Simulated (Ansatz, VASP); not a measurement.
# Two plane-wave programs on B2O

File INCAR:

```
  PREC = Accurate
  ENCUT = 600
  EDIFF = 1E-6
  ISMEAR = 0
  SIGMA = 0.1
  LREAL = False
  LASPH = True
  NELM = 80
  ALGO = Normal
  ISIF = 3
  LWAVE = False
  LCHARG = False
  GGA = PE
  IBRION = 2
  NSW = 100
  EDIFFG = -0.01
```

Contents of KPOINTS:

```
Automatic mesh
0
Gamma
  24 24 24
```

File POSCAR:

```
B2O
1.0
    1.2445608522      0.7185475430      3.7280242015
   -1.2445608522      0.7185475430      3.7280242015
    0.0000000000     -1.4370950861      3.7280242015
B O
2 1
Direct
    0.7815212309      0.7815212309      0.7815212309
    0.2184787691      0.2184787691      0.2184787691
    0.0000000000      0.0000000000      0.0000000000
```

Input for Ansatz:

```yaml
crystal:
  lattice:
    - [1.2445608522, 0.718547543, 3.7280242015]
    - [-1.2445608522, 0.718547543, 3.7280242015]
    - [0.0, -1.4370950861, 3.7280242015]
  atoms:
    - { symbol: B, position: [0.7815212309, 0.7815212309, 0.7815212309] }
    - { symbol: B, position: [0.2184787691, 0.2184787691, 0.2184787691] }
    - { symbol: O, position: [0.0, 0.0, 0.0] }
basis:
  ecutwfc: 420
kpoints:
  mp_grid: { grid: [24, 24, 24] }
hamiltonian:
  xc: pbe
scf:
  occupations: { method: gaussian, width: 0.1 }
output:
  forces: true
  stress: true
  eigenvalues: true
relax:
  adjacent_minimum: "off"
  f_tol: 0.01
  max_steps: 80
  cell: { stress_tol: 0.05 }
```

Alike in both runs: task relaxation of cell and atoms; functional PBE; k mesh 24 × 24 × 24; occupations gaussian, width 0.1 eV; no spin polarisation.

```csv
,VASP,Ansatz
version,VASP 6.6.1,Ansatz 0.2.0
potentials or method,"VASP PAW PBE potentials, release 64 (B, O), cutoff 600 eV","scalar-relativistic, plane waves, PAW"
valence electrons in the cell,12,12
```

|  | VASP | Ansatz | Ansatz less VASP |
| --- | --- | --- | --- |
| gap on the k mesh at the Fermi level, each at its own relaxed structure (eV) | none | none | - |
| relaxed volume (Å³/atom) | 6.66 | 6.66 | +0.006 |
| relaxed length of the cell vector where the two differ most in proportion (Å) | 3.996 | 3.997 | +0.0004 |

A gap of «none» marks a metal or a gap that the smearing closes.
